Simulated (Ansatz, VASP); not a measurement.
**Two plane-wave programs on Os**

File POSCAR:

```
Os
1.0
    0.0000000000      1.9450000000      1.9450000000
    2.0033500000      0.0000000000      1.9450000000
    2.0033500000      1.9450000000      0.0000000000
Os
1
Direct
    0.0000000000      0.0000000000      0.0000000000
```

INCAR.step1

```
  PREC = Accurate
  ENCUT = 520
  ISMEAR = 0
  SIGMA = 0.15
  LREAL = F
  LASPH = T
  NELM = 80
  NBANDS = 10
  GGA = PE
  ALGO = Normal
  EDIFF = 1E-4
  LWAVE = T
  LCHARG = F
```

INCAR.step2

```
  PREC = Accurate
  ENCUT = 520
  EDIFF = 1E-6
  ISMEAR = 0
  SIGMA = 0.15
  LREAL = F
  LASPH = T
  NELM = 80
  ALGO = Normal
  ISIF = 2
  LWAVE = F
  LCHARG = F
  METAGGA = R2SCAN
  LMIXTAU = T
  NBANDS = 10
  ISTART = 1
```

File KPOINTS:

```
Automatic mesh
0
Gamma
  20 20 20
```

Input for Ansatz:

```yaml
crystal:
  lattice:
    - [0.0, 1.945, 1.945]
    - [2.00335, 0.0, 1.945]
    - [2.00335, 1.945, 0.0]
  atoms:
    - { symbol: Os, position: [0.0, 0.0, 0.0] }
basis:
  ecutwfc: 500
kpoints:
  mp_grid: { grid: [20, 20, 20] }
hamiltonian:
  xc: r2scan
scf:
  occupations: { method: gaussian, width: 0.15 }
output:
  forces: true
  stress: true
  eigenvalues: true
```

Change from the starting cell: strain +0.0300 x Voigt [1, 0, 0, 0, 0, 0], atoms carried along.

Alike in both runs: task single point; functional r2SCAN; k mesh 20 × 20 × 20; occupations gaussian, width 0.15 eV; no spin polarisation.

|  | VASP | Ansatz |
| --- | --- | --- |
| version | VASP 6.6.1 | Ansatz 0.2.0 |
| potentials or method | VASP PAW PBE potentials, release 64 (Os), cutoff 520 eV | scalar-relativistic, plane waves, PAW |
| valence electrons in the cell | 8 | 16 |

VASP gave:

* gap on the k mesh at the Fermi level (eV): none
* pressure (GPa): -25.6
* traceless stress, the component that is largest in VASP (GPa): -5.38

Question: Which values does Ansatz return?

Answer: gap on the k mesh at the Fermi level (eV): none; pressure (GPa): -26.0; traceless stress, the component that is largest in VASP (GPa): -5.41.

VASP's potentials were made for PBE, not for r2SCAN. A gap of «none» marks a metal or a gap that the smearing closes. The functional is the same, so the differences come from potentials, cutoffs and numerics. VASP's potentials hold 8 valence electrons a cell and Ansatz's 16, so a difference there can come from the potentials and not from the codes.

Neither program's run includes spin-orbit coupling.
